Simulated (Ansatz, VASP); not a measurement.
PbF2: VASP beside Ansatz

The input INCAR:

```
ALGO     = Normal         # electronic algorithm
EDIFF    = 1E-6           # SCF threshold, eV
ENCUT    = 520            # plane-wave cutoff, eV
GGA      = PE             # functional
ISIF     = 2              # what is computed and relaxed
ISMEAR   = 0              # smearing method
IVDW     = 12             # dispersion correction
LASPH    = T              # aspherical terms in the spheres
LCHARG   = F              # write CHGCAR
LREAL    = F              # projectors in reciprocal space
LWAVE    = F              # write WAVECAR
NBANDS   = 21             # bands
NELM     = 60             # most SCF steps
PREC     = Accurate       # precision mode
SIGMA    = 0.02           # smearing width, eV
```

The input KPOINTS:

```
k-points
0
Gamma
  8 8 8
```

Contents of POSCAR:

```
PbF2
1.0
    0.0000000000      3.0106758636      3.0106758636
    3.0106758636      0.0000000000      3.0106758636
    3.0106758636      3.0106758636      0.0000000000
Pb F
1 2
Direct
    0.0000000000      0.0000000000      0.0000000000
    0.2500000000      0.2500000000      0.2500000000
    0.7500000000      0.7500000000      0.7500000000
```

Input for Ansatz:

```yaml
crystal:
  lattice:
    - [0.0, 3.0106758638, 3.0106758638]
    - [3.0106758638, 0.0, 3.0106758638]
    - [3.0106758638, 3.0106758638, 0.0]
  atoms:
    - { symbol: Pb, position: [0.0, 0.0, 0.0] }
    - { symbol: F, position: [0.25, 0.25, 0.25] }
    - { symbol: F, position: [0.75, 0.75, 0.75] }
basis:
  ecutwfc: 420
kpoints:
  mp_grid: { grid: [8, 8, 8] }
hamiltonian:
  xc: pbe
  dispersion: d3bj
scf:
  occupations: { method: gaussian, width: 0.02 }
output:
  forces: true
  stress: true
  eigenvalues: true
  write_density: true
  write_potential: true
  elf: true
  volumetric_format: npy
```

Alike in both runs: task single point; functional PBE; dispersion D3(BJ); k mesh 8 × 8 × 8; occupations gaussian, width 0.02 eV; no spin polarisation.

```csv
,VASP,Ansatz
version,VASP 6.6.1,Ansatz 0.2.0
potentials or method,"VASP PAW PBE potentials, release 64 (Pb_d, F), cutoff 520 eV","scalar-relativistic, plane waves, PAW"
valence electrons in the cell,28,28
```

|  | VASP | Ansatz | Ansatz less VASP |
| --- | --- | --- | --- |
| gap on the k mesh at the Fermi level (eV) | 4.42 | 4.42 | +0.004 |
| least direct gap on the mesh (eV) | 4.56 | 4.56 | +0.003 |
| pressure (GPa) | -2.1 | -1.9 | +0.20 |

Spin-orbit coupling is off throughout.
